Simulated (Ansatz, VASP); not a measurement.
# One calculation of HC6, two programs

```
C H
1.0
     4.93269    0.00000    0.00000
     0.00000    8.52230    0.00000
     0.00000    0.00000   22.94161
C H
12 2
Direct
  0.00000 0.00000 0.17436
  0.50000 0.00000 0.17436
  0.25000 0.00000 0.20539
  0.75000 0.00000 0.20539
  0.25000 0.00000 0.26746
  0.75000 0.00000 0.26746
  0.00000 0.00000 0.29771
  0.50000 0.00000 0.29771
  0.00000 0.00000 0.36262
  0.50000 0.00000 0.36262
  0.25000 0.00000 0.38976
  0.75000 0.00000 0.38976
  0.15685 0.00000 0.42332
  0.34315 0.00000 0.42332
```

Alike in both runs: task single point; functional PBE; k mesh 6 × 3 × 1; occupations gaussian, width 0.1 eV; no spin polarisation.

|  | VASP | Ansatz |
| --- | --- | --- |
| version | VASP 6.6.1 | Ansatz 0.2.0 |
| potentials or method | VASP PAW PBE potentials, release 64 (C, H), cutoff 520 eV | scalar-relativistic, plane waves, PAW |
| valence electrons in the cell | 50 | 50 |

```csv
,VASP,Ansatz,Ansatz less VASP
rms of the force components (eV/Å),4.443,4.414,-0.0296
```

Atom by atom the forces differ by 0.036 eV/Å (rms over components). With one functional, cell and mesh, what is left measures potentials, basis and numerics.
